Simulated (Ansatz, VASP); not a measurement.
## Two plane-wave programs on CuO

```
Cu O
1.0
     2.34045   -1.70880    0.00000
     2.34045    1.70880    0.00000
    -1.74080    0.00000   10.09500
Cu O
4 4
Cartesian
  1.1702 0.8544 0.0000
  0.2998 0.8544 5.0475
  0.7350 -0.8544 2.5238
  -0.1354 -0.8544 7.5713
  2.1229 -0.2837 1.2619
  1.2525 -0.2837 6.3094
  1.6877 0.2837 3.7856
  0.8173 0.2837 8.8331
```

Alike in both runs: task single point; functional r2SCAN; k mesh 6 × 6 × 2; occupations fermi-dirac, width 0.05 eV; collinear spin.

|  | VASP | Ansatz |
| --- | --- | --- |
| version | VASP 6.6.1 | Ansatz 0.2.0 |
| potentials or method | VASP PAW PBE potentials, release 64 (Cu, O), cutoff 520 eV | PAW, plane waves, scalar-relativistic |
| valence electrons in the cell | 68 | 100 |

Ansatz gave:

```
pressure (GPa)                                                : -0.2
traceless stress, the component that is largest in VASP (GPa) : 1.37
rms of the force components (eV/Å)                            : 0.068
net moment per atom (μB)                                      : 0.00
size of the moment on the site where the two differ most (μB) : 0.55
```

Task: What did VASP give for the same quantities?

Result: Pressure (GPa): 0.3; traceless stress, the component that is largest in VASP (GPa): 1.29; rms of the force components (eV/Å): 0.104; net moment per atom (μB): 0.00; size of the moment on the site where the two differ most (μB): 0.00.

VASP's potentials were made for PBE, not for r2SCAN. Site moments also hang on the region over which each program counts them. Atom by atom the forces differ by 0.036 eV/Å (rms over components). VASP's potentials hold 68 valence electrons a cell and Ansatz's 100, so a difference there can come from the potentials and not from the codes. Ansatz's warnings: seeded moment not kept, stability check not made.

The k mesh is coarse, so the values compare programs but aren't converged.
